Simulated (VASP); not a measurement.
# Au in VASP: single point with PBE

Aim: the single point of Au with PBE.

Program: VASP 6.6.1. These are calculated values, not measurements. Logs are shortened: lines on timing, memory, paths and dates and some standing lists are left out, and cuts for length are marked.

## Step 1: The cell of the first run

The cell holds a slab with vacuum, 3 atoms: a = 2.940 Å, b = 2.940 Å, c = 20.801 Å, α = 90.00°, β = 90.00°, γ = 120.00°.

## Step 2: Single point, PBE

POSCAR reads:

```
Au
1.0
    2.9400990585      0.0000000000      0.0000000000
   -1.4700495293      2.5462004743      0.0000000000
    0.0000000000      0.0000000000     20.8012000000
Au
3
Direct
    0.1666666665      0.3333333335      0.3845941183
    0.5000000005      0.9999999995      0.4999999997
    0.8333333335      0.6666666665      0.6154058817
```

INCAR.step1 reads:

```
PREC = Accurate
ENCUT = 520
EDIFF = 1E-7
ISMEAR = -1
SIGMA = 0.05
LREAL = F
LASPH = T
NELM = 80
ALGO = Normal
ISIF = 2
LWAVE = F
LCHARG = T
LMAXMIX = 4
LDIPOL = T
IDIPOL = 3
DIPOL = 0.5 0.5 0.500
GGA = PE
NBANDS = 24
```

KPOINTS.step1 reads:

```
Automatic mesh
0
Gamma
  13 13 1
```

INCAR.step2 reads:

```
PREC = Accurate
ENCUT = 520
EDIFF = 1E-7
ISMEAR = -5
SIGMA = 0.05
LREAL = F
LASPH = T
NELM = 80
ALGO = Normal
ISIF = 2
LWAVE = F
LCHARG = F
LMAXMIX = 4
LDIPOL = T
IDIPOL = 3
DIPOL = 0.5 0.5 0.500
GGA = PE
LORBIT = 10
NEDOS = 1001
ICHARG = 11
```

KPOINTS.step2 reads:

```
Automatic mesh
0
Gamma
  20 20 1
```

Potentials or basis: VASP PAW PBE potentials, release 64 (Au).

On the command line:

```bash
$ cat potpaw_PBE.64/Au/POTCAR > POTCAR
$ cp INCAR.step1 INCAR
$ cp KPOINTS.step1 KPOINTS
$ mpirun -np 1 vasp_std > vasp.out
$ cp INCAR.step2 INCAR
$ cp KPOINTS.step2 KPOINTS
$ mpirun -np 1 vasp_std > vasp.out
```

OUTCAR:

```text
PREC = Accurate
   ENCUT = 520
   EDIFF = 1E-7
   ISMEAR = -5
   LREAL = F
   LASPH = T
   NELM = 80
   ISIF = 2
   GGA = PE
   LORBIT = 10
   ICHARG = 11

 ion  position               nearest neighbor table
   1  0.167  0.333  0.385-   2 2.94   2 2.94   2 2.94
   2  0.500  1.000  0.500-   1 2.94   1 2.94   1 2.94   3 2.94   3 2.94   3 2.94
   3  0.833  0.667  0.615-   2 2.94   2 2.94   2 2.94

  LATTYP: Found a hexagonal cell.
 ALAT       =     2.9400990585
 C/A-ratio  =     7.0749997147

  Lattice vectors:

 A1 = (   2.9400990585,   0.0000000000,   0.0000000000)
 A2 = (  -1.4700495293,   2.5462004743,   0.0000000000)
 A3 = (   0.0000000000,   0.0000000000,  20.8012000000)

Analysis of symmetry for initial positions (statically):
=====================================================================
 Subroutine PRICEL returns:
 Original cell was already a primitive cell.

 Routine SETGRP: Setting up the symmetry group for a
 hexagonal supercell.

 Subroutine GETGRP returns: Found 12 space group operations
 (whereof  4 operations were pure point group operations)
 out of a pool of 24 trial point group operations.

The static configuration has the point symmetry C_2h.
 The point group associated with its full space group is D_3d.

Analysis of symmetry for dynamics (positions and initial velocities):
=====================================================================
 Subroutine PRICEL returns:
 Original cell was already a primitive cell.

 Routine SETGRP: Setting up the symmetry group for a
 hexagonal supercell.

 Subroutine GETGRP returns: Found 12 space group operations
 (whereof  4 operations were pure point group operations)
 out of a pool of 24 trial point group operations.

The dynamic configuration has the point symmetry C_2h.
 The point group associated with its full space group is D_3d.

 Subroutine INISYM returns: Found 12 space group operations
 (whereof  4 operations are pure point group operations),
 and found     1 'primitive' translations

----------------------------------------------------------------------------------------

                                     Primitive cell

  volume of cell :     155.7195

  direct lattice vectors                    reciprocal lattice vectors
     2.940099058  0.000000000  0.000000000     0.340124594  0.196371026  0.000000000
    -1.470049529  2.546200474  0.000000000     0.000000000  0.392742052  0.000000000
     0.000000000  0.000000000 20.801200000     0.000000000  0.000000000  0.048074150

  length of vectors
     2.940099058  2.940099059 20.801200000     0.392742052  0.392742052  0.048074150

  position of ions in fractional coordinates (direct lattice)
     0.166666666  0.333333334  0.384594118
     0.500000001  0.999999999  0.500000000
     0.833333334  0.666666666  0.615405882

  ion indices of the primitive-cell ions
   primitive index   ion index
                 1           1
                 2           2
                 3           3

----------------------------------------------------------------------------------------

 KPOINTS: Automatic mesh

Automatic generation of k-mesh.
 Grid dimensions read from file:
 generate k-points for:   20   20    1

 Generating k-lattice:

  Cartesian coordinates                     Fractional coordinates (reciprocal lattice)
     0.017006230  0.009818551  0.000000000     0.050000000 -0.000000000  0.000000000
     0.000000000  0.019637103  0.000000000     0.000000000  0.050000000  0.000000000
     0.000000000  0.000000000  0.048074150     0.000000000  0.000000000  1.000000000

  Length of vectors
     0.019637103  0.019637103  0.048074150

  Shift w.r.t. Gamma in fractional coordinates (k-lattice)
     0.000000000  0.000000000  0.000000000

 TETIRR: Found    210 inequivalent tetrahedra from     2400

 Subroutine IBZKPT returns following result:
 ===========================================

 Found     44 irreducible k-points:

 Following reciprocal coordinates:
            Coordinates               Weight
  0.000000  0.000000  0.000000      1.000000
  0.050000  0.000000  0.000000      6.000000
  0.100000  0.000000  0.000000      6.000000
  0.150000  0.000000  0.000000      6.000000
  0.200000  0.000000  0.000000      6.000000
  0.250000  0.000000  0.000000      6.000000
[... 16 lines left out ...]
  0.200000  0.100000  0.000000     12.000000
  0.250000  0.100000  0.000000     12.000000
 [... further k-points ...]
   k-points           NKPTS =     44   k-points in BZ     NKDIM =     44   number of bands    NBANDS=     20
   number of dos      NEDOS =   1001   number of ions     NIONS =      3
   total plane-waves  NPLWV =  92160
   dimension x,y,z NGX =    24 NGY =   24 NGZ =  160
   dimension x,y,z NGXF=    48 NGYF=   48 NGZF=  320
   ions per type =               3
   NGX,Y,Z   is equivalent  to a cutoff of  13.57, 13.57, 12.79 a.u.
   NGXF,Y,Z  is equivalent  to a cutoff of  27.14, 27.14, 25.57 a.u.
 SYSTEM =  unknown system
   PREC   = accura    normal or accurate (medium, high low for compatibility)
   ISTART =      0    job   : 0-new  1-cont  2-samecut
   ICHARG =     11    charge: 1-file 2-atom 10-const
   ISPIN  =      1    spin polarized calculation?
   LNONCOLLINEAR =      F non collinear calculations
   LSORBIT =      F    spin-orbit coupling
   LASPH  =      T    aspherical Exc in radial PAW
   ENCUT  =  520.0 eV  38.22 Ry    6.18 a.u.   5.47  5.47 38.68*2*pi/ulx,y,z
   NELM   =     80;   NELMIN=  2; NELMDL=  0     # of ELM steps
   EDIFF  = 0.1E-06   stopping-criterion for ELM
   LREAL  =      F    real-space projection
   EDIFFG = 0.1E-05   stopping-criterion for IOM
   NSW    =      0    number of steps for IOM
   IBRION =     -1    ionic relax: 0-MD 1-quasi-New 2-CG
   NFREE  =      0    steps in history (QN), initial steepest desc. (CG)
   ISIF   =      2    stress and relaxation
   ISYM   =      2    0-nonsym 1-usesym 2-fastsym
   POTIM  = 0.5000    time-step for ionic-motion
   TEBEG  =    0.0;   TEEND  =   0.0 temperature during run
   PSTRESS=    0.0 pullay stress
   NELECT =      33.0000    total number of electrons
   NUPDOWN=      -1.0000    fix difference up-down
   EMIN   =  10.00;   EMAX   =-10.00  energy-range for DOS
   EFERMI =   0.00;   METHOD = LEGACY
   ISMEAR =    -5;   SIGMA  =   0.05  broadening in eV -4-tet -1-fermi 0-gaus
   EFERMI_NEDOS =   21; number of points for ismear=-14 and -15
   IALGO  =     38    algorithm
   IMIX   =      4    mixing-type and parameters
     AMIX     =   0.40;   BMIX     =  1.00
     AMIX_MAG =   1.60;   BMIX_MAG =  1.00
  volume/ion in A,a.u.               =      51.91       350.28
  Fermi-wavevector in a.u.,A,eV,Ry     =   0.976034  1.844438 12.961499  0.952643
  Thomas-Fermi vector in A             =   2.106621
   LORBIT       =     10    0 simple, 1 ext, 2 COOP (PROOUT), +10 PAW based schemes
   GGA     = PE    functional components
   LHFCALC =     F    Hartree Fock is set to
   AEXX    =    0.0000 exact exchange contribution
   IVDW    =     0    specifies the selected vdW correction
   LEPSILON=     F    determine dielectric tensor
   LRPA    =     F    only Hartree local field effects (RPA)
 non-spin polarized calculation
 Fermi weights with tetrahedron method with Bloechl corrections
  energy-cutoff  :      520.00
  volume of cell :      155.72
 maximum number of plane-waves:      4289
 NGX is ok and might be reduce to    24

 number of electron      32.9999995 magnetization

 dipolmoment           0.000000      0.000000     -0.000000 electrons x Angstroem

 Free energy of the ion-electron system (eV)
  ---------------------------------------------------
  ext. energy  EPLUGINS =         0.00000000
  ---------------------------------------------------
  free energy    TOTEN  =        -8.99266069 eV

  energy without entropy =       -8.99266069  energy(sigma->0) =       -8.99266069

 E-fermi :  -0.4740     XC(G=0):  -5.0714

 val. band max:       -0.5035877978   @ k =   0.2000   0.0500   0.0000
 cond. band min:      -0.4027819205   @ k =   0.3500   0.1000   0.0000
 fundamental gap:      0.1008058772
 Fermi energy:        -0.4739792721

 k-point     1 :       0.0000    0.0000    0.0000
  band No.  band energies     occupation
      1      -8.9532      2.00000
      2      -7.4697      2.00000
      3      -7.0264      2.00000
      4      -4.7117      2.00000
      5      -4.6218      2.00000
      6      -4.6218      2.00000
[... 12 lines left out ...]
     19       0.0739      0.00000
     20       4.1726      0.00000

 k-point     2 :       0.0500    0.0000    0.0000
  band No.  band energies     occupation
      1      -8.8799      2.00000
      2      -7.3960      2.00000
      3      -6.9608      2.00000
      4      -4.7112      2.00000
      5      -4.6718      2.00000
      6      -4.5777      2.00000
[... 12 lines left out ...]
     19       0.2681      0.00000
     20       4.2204      0.00000

 k-point     3 :       0.1000    0.0000    0.0000
  band No.  band energies     occupation
      1      -8.6649      2.00000
      2      -7.1824      2.00000
      3      -6.7726      2.00000
      4      -4.8158      2.00000
      5      -4.7309      2.00000
      6      -4.6498      2.00000
[... 12 lines left out ...]
     19       0.7609      0.00000
     20       4.3634      0.00000

 k-point     4 :       0.1500    0.0000    0.0000
  band No.  band energies     occupation
      1      -8.3238      2.00000
      2      -6.8594      2.00000
      3      -6.4928      2.00000
      4      -5.0082      2.00000
      5      -4.8570      2.00000
      6      -4.6937      2.00000
[... 12 lines left out ...]
     19       1.4211      0.00000
     20       4.6015      0.00000

 k-point     5 :       0.2000    0.0000    0.0000
  band No.  band energies     occupation
      1      -7.8903      2.00000
      2      -6.5086      2.00000
      3      -6.1911      2.00000
      4      -5.2109      2.00000
      5      -4.9994      2.00000
      6      -4.6489      2.00000
[... 12 lines left out ...]
     19       2.1717      0.00000
     20       4.9355      0.00000

 k-point     6 :       0.2500    0.0000    0.0000
  band No.  band energies     occupation
      1      -7.4283      2.00000
      2      -6.2872      2.00000
      3      -5.9905      2.00000
      4      -5.4172      2.00000
      5      -5.0101      2.00000
      6      -4.6274      2.00000
[... 12 lines left out ...]
     19       2.9691      0.00000
     20       5.3669      0.00000

 k-point     7 :       0.3000    0.0000    0.0000
  band No.  band energies     occupation
      1      -7.0371      2.00000
      2      -6.2612      2.00000
      3      -5.9768      2.00000
      4      -5.6227      2.00000
      5      -4.8887      2.00000
      6      -4.6680      2.00000
[... 12 lines left out ...]
     19       3.7707      0.00000
     20       5.8842      0.00000
[... 277 lines left out ...]
 k-point    20 :       0.4500    0.0500    0.0000
  band No.  band energies     occupation
      1      -6.6425      2.00000
      2      -6.4623      2.00000
      3      -6.1549      2.00000
      4      -6.0201      2.00000
      5      -5.0158      2.00000
      6      -4.7808      2.00000
[... 12 lines left out ...]
     19       3.1259      0.00000
     20       3.4294      0.00000

 k-point    21 :       0.1000    0.1000    0.0000
  band No.  band energies     occupation
      1      -8.1252      2.00000
      2      -6.6709      2.00000
      3      -6.3277      2.00000
      4      -5.1004      2.00000
      5      -4.8935      2.00000
      6      -4.8080      2.00000
[... 12 lines left out ...]
     19       1.7681      0.00000
     20       4.7446      0.00000

 k-point    22 :       0.1500    0.1000    0.0000
  band No.  band energies     occupation
      1      -7.7008      2.00000
      2      -6.3245      2.00000
      3      -6.0227      2.00000
      4      -5.2582      2.00000
      5      -5.0515      2.00000
      6      -4.8229      2.00000
[... 12 lines left out ...]
     19       2.4729      0.00000
     20       5.0798      0.00000

 k-point    23 :       0.2000    0.1000    0.0000
  band No.  band energies     occupation
      1      -7.2421      2.00000
      2      -6.1004      2.00000
      3      -5.8141      2.00000
      4      -5.3379      2.00000
      5      -5.1856      2.00000
      6      -4.6536      2.00000
[... 12 lines left out ...]
     19       3.2438      0.00000
     20       5.5124      0.00000

 k-point    24 :       0.2500    0.1000    0.0000
  band No.  band energies     occupation
      1      -6.8461      2.00000
      2      -6.0843      2.00000
      3      -5.8404      2.00000
      4      -5.4726      2.00000
      5      -5.0442      2.00000
      6      -4.7273      2.00000
[... 12 lines left out ...]
     19       4.0366      0.00000
     20       6.0231      0.00000

 [... further k-points ...]

------------------------ aborting loop because EDIFF is reached ----------------------------------------

 vacuum level on the upper side and lower side of the slab       (xc-potential included)        -0.008        -0.008

  FORCE on cell =-STRESS in cart. coord.  units (eV):
  Direction    XX          YY          ZZ          XY          YZ          ZX
  --------------------------------------------------------------------------------------
  -------------------------------------------------------------------------------------
  Total       -2.6772795     -2.6772795      0.1673512      0.0000000      0.0000000      0.0000000
  in kB      -27.5461779    -27.5461779      1.7218542      0.0000000      0.0000000      0.0000000
  external PRESSURE =     -17.7901672 kB  Pullay stress =       0.0000000 kB

 VOLUME and BASIS-vectors are now :
 -----------------------------------------------------------------------------
  energy-cutoff  :      520.00
  volume of cell :      155.72
      direct lattice vectors                 reciprocal lattice vectors
     2.940099058  0.000000000  0.000000000     0.340124594  0.196371026  0.000000000
    -1.470049529  2.546200474  0.000000000     0.000000000  0.392742052  0.000000000
     0.000000000  0.000000000 20.801200000     0.000000000  0.000000000  0.048074150

 POSITION                                       TOTAL-FORCE (eV/Angst)
 -----------------------------------------------------------------------------------
     -0.00000      0.84873      8.00002         0.000000     -0.000000     -0.037837
      0.00000      2.54620     10.40060         0.000000      0.000000      0.000000
      1.47005      1.69747     12.80118        -0.000000      0.000000      0.037837
 -----------------------------------------------------------------------------------
    total drift:                                0.000001     -0.000000     -0.000004

  FREE ENERGIE OF THE ION-ELECTRON SYSTEM (eV)
  ---------------------------------------------------
  free  energy   TOTEN  =        -8.9926606933 eV

  energy  without entropy=       -8.9926606933  energy(sigma->0) =       -8.99266069

 vacuum level on the upper side and lower side of the slab         4.734         4.734

 total charge

# of ion       s       p       d       tot
------------------------------------------
    1        0.542   0.240   8.770   9.552
    2        0.511   0.293   8.774   9.578
    3        0.542   0.240   8.770   9.552
--------------------------------------------------
tot          1.594   0.774  26.314  28.682
```

Run time: 2.5 min. Hardware: 1 thread of Intel Xeon Platinum 8175M at 2.50GHz (Skylake/Cascade Lake), shared host; peak memory 0.32 GiB.

Results:

- Valence electrons inside the program's atomic spheres: Au 9.55, 9.58 (each value once)

Caveat: spin-orbit coupling is left out, which moves the levels of the heavy elements; tetrahedron occupations give inexact forces and stress in metals.
